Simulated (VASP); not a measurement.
A run of VASP 6.6.1:

The input INCAR:

```
SYSTEM = HfO2
PREC = Accurate
ENCUT = 520
EDIFF = 1E-6
ISMEAR = 0
SIGMA = 0.01
LREAL = .FALSE.
LASPH = .TRUE.
NELM = 80
ALGO = Normal
ISIF = 2
LWAVE = .FALSE.
LCHARG = .FALSE.
GGA = PE
NBANDS = 18
```

Contents of KPOINTS:

```
Automatic mesh
0
G
  6 6 6
  0 0 0
```

The input POSCAR:

```
HfO2
1.0
    0.0000000000      2.5403350533      2.5403350533
    2.5403350533      0.0000000000      2.5403350533
    2.5403350533      2.5403350533      0.0000000000
Hf O
1 2
Direct
    0.0000000000      0.0000000000      0.0000000000
    0.2500000000      0.2500000000      0.2500000000
    0.7500000000      0.7500000000      0.7500000000
```

Potentials or basis: VASP PAW PBE potentials, release 64 (Hf_pv, O).

Launch:

```bash
$ cat potpaw_PBE.64/Hf_pv/POTCAR potpaw_PBE.64/O/POTCAR > POTCAR
$ mpirun -np 1 vasp_std > vasp.out
```

Hardware: 1 thread of Intel Xeon 8259CL (shared host).

**Question.** How long does it take, and how much memory?

**Answer.** Run time: 18 s on 1 thread of Intel Xeon 8259CL (shared host), peak memory 0.13 GiB. Counts: scf iterations 13, k points 16.
